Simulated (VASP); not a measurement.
Here is a VASP 6.6.1 calculation.

File POSCAR:

```
Si2Mo
1.0
    4.5840216858      0.0000000000      0.0000000000
   -2.2920108429      3.9698792314      0.0000000000
    0.0000000000      0.0000000000      6.5770742356
Si Mo
6 3
Direct
    0.1638644045      0.8361355955      0.8333333333
    0.3277288089      0.1638644045      0.1666666667
    0.8361355955      0.6722711911      0.5000000000
    0.8361355955      0.1638644045      0.8333333333
    0.6722711911      0.8361355955      0.1666666667
    0.1638644045      0.3277288089      0.5000000000
    0.5000000000      0.0000000000      0.5000000000
    0.0000000000      0.5000000000      0.1666666667
    0.5000000000      0.5000000000      0.8333333333
```

The input INCAR.step1:

```
  ALGO = Normal
  EDIFF = 1E-4
  ENCUT = 520
  GGA = PE
  ISMEAR = -1
  LASPH = True
  LCHARG = False
  LREAL = False
  LWAVE = True
  NBANDS = 43
  NELM = 80
  PREC = Accurate
  SIGMA = 0.02
```

INCAR.step2

```
  ALGO = Normal
  EDIFF = 1E-6
  ENCUT = 520
  ISIF = 2
  ISMEAR = -1
  ISTART = 1
  LASPH = True
  LCHARG = True
  LELF = True
  LMIXTAU = True
  LREAL = False
  LVHAR = True
  LWAVE = False
  METAGGA = R2SCAN
  NBANDS = 43
  NELM = 80
  PREC = Accurate
  SIGMA = 0.02
```

File KPOINTS:

```
k-points
0
Gamma
  6 6 4
```

Potentials or basis: VASP PAW PBE potentials, release 64 (Si, Mo_sv).

The run is started by

```console
$ cat potpaw_PBE.64/Si/POTCAR potpaw_PBE.64/Mo_sv/POTCAR > POTCAR
$ cp INCAR.step1 INCAR
$ mpirun -np 1 vasp_std > vasp.out
$ cp INCAR.step2 INCAR
$ mpirun -np 1 vasp_std > vasp.out
```

Task: Predict the largest force.

Result: 0.009 eV/Å.

Task: Estimate the pressure.

Result: 0.4 GPa.

Task: Estimate the band gap on the k mesh.

Result: 0.15 eV, indirect (least direct gap 0.69 eV).

Forces in eV/Å, atoms in the order of the input:
```
Si  -0.008  0.004  0.000
Si  -0.008 -0.004  0.000
Si   0.000  0.009  0.000
Si   0.008 -0.004  0.000
Si   0.008  0.004  0.000
Si   0.000 -0.009  0.000
Mo   0.000  0.000  0.000
Mo   0.000  0.000  0.000
Mo   0.000  0.000  0.000
```

Caveat: the PAW data sets were made with another functional, which shifts forces and pressure a little. A k mesh can miss the band edges.
